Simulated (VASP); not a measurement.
Here is a VASP 6.6.1 calculation.

Contents of INCAR:

```
  ALGO = Normal
  EDIFF = 1E-6
  ENCUT = 500
  GGA = PE
  GGA_COMPAT = False
  ISIF = 2
  ISMEAR = 0
  LASPH = True
  LCHARG = False
  LREAL = False
  LWAVE = False
  NBANDS = 16
  NELM = 120
  PREC = Accurate
  SIGMA = 0.02
```

The input KPOINTS:

```
k-points
0
Gamma
  8 8 8
```

The input POSCAR:

```
ZnS
1.0
    0.0000000000      2.7218243425      2.7218243425
    2.7218243425      0.0000000000      2.7218243425
    2.7218243425      2.7218243425      0.0000000000
Zn S
1 1
Direct
    0.0000000000      0.0000000000      0.0000000000
    0.2500000000      0.2500000000      0.2500000000
```

Potentials or basis: VASP PAW PBE potentials, release 64 (Zn, S).

Command:

```console
$ cat potpaw_PBE.64/Zn/POTCAR potpaw_PBE.64/S/POTCAR > POTCAR
$ mpirun -np 1 vasp_std > vasp.out
```

Task: Predict the pressure.

Result: 0.1 GPa.

Task: Estimate the band gap on the k mesh.

Result: 2.02 eV.
